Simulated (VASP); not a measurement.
Input of a VASP 6.6.1 run:

Contents of INCAR:

```
SYSTEM = WC
AGGAC    = 1.0          
AGGAX    = 1.0          
ALDAC    = 0.0          
ALDAX    = 1.0          
ALGO     = Normal         ! electronic algorithm
EDIFF    = 1E-6           ! SCF threshold, eV
EDIFFG   = -0.01          ! ionic threshold
ENCUT    = 600            ! plane-wave cutoff, eV
GGA      = B5             ! functional
IBRION   = 2              ! ionic algorithm
ISIF     = 3              ! what is computed and relaxed
ISMEAR   = -1             ! smearing method
LASPH    = .True.         ! aspherical terms in the spheres
LCHARG   = .False.        ! write CHGCAR
LREAL    = .False.        ! projectors in reciprocal space
LWAVE    = .False.        ! write WAVECAR
NELM     = 60             ! most SCF steps
NSW      = 60             ! ionic steps
PREC     = Accurate       ! precision mode
SIGMA    = 0.05           ! smearing width, eV
```

Contents of KPOINTS:

```
k-points
0
Gamma
  10 10 10
  0 0 0
```

The input POSCAR:

```
WC
1.0
    0.0000000000      2.1926840000      2.1926840000
    2.1926840000      0.0000000000      2.1926840000
    2.1926840000      2.1926840000      0.0000000000
W C
1 1
Direct
    0.0000000000      0.0000000000      0.0000000000
    0.5000000000      0.5000000000      0.5000000000
```

Potentials or basis: VASP PAW PBE potentials, release 64 (W_sv, C).

The run is started by

```console
$ cat potpaw_PBE.64/W_sv/POTCAR potpaw_PBE.64/C/POTCAR > POTCAR
$ mpirun -np 1 vasp_std > vasp.out
```

Problem. What does it give for the relaxed volume?

Solution. 10.96 Å³/atom.

Problem. Estimate the relaxed cell.

Solution. a = 3.141 Å, b = 3.141 Å, c = 3.141 Å, α = 60.00°, β = 60.00°, γ = 60.00°.

Final structure:
```yaml
crystal:
  lattice:
    - [0.00000, 2.22115, 2.22115]
    - [2.22115, 0.00000, 2.22115]
    - [2.22115, 2.22115, 0.00000]
  atoms:
    - { symbol: W, position: [0.00000, 0.00000, 0.00000] }
    - { symbol: C, position: [0.50000, 0.50000, 0.50000] }
```

Caveat: the PAW data sets were made with another functional, which shifts forces and pressure a little.
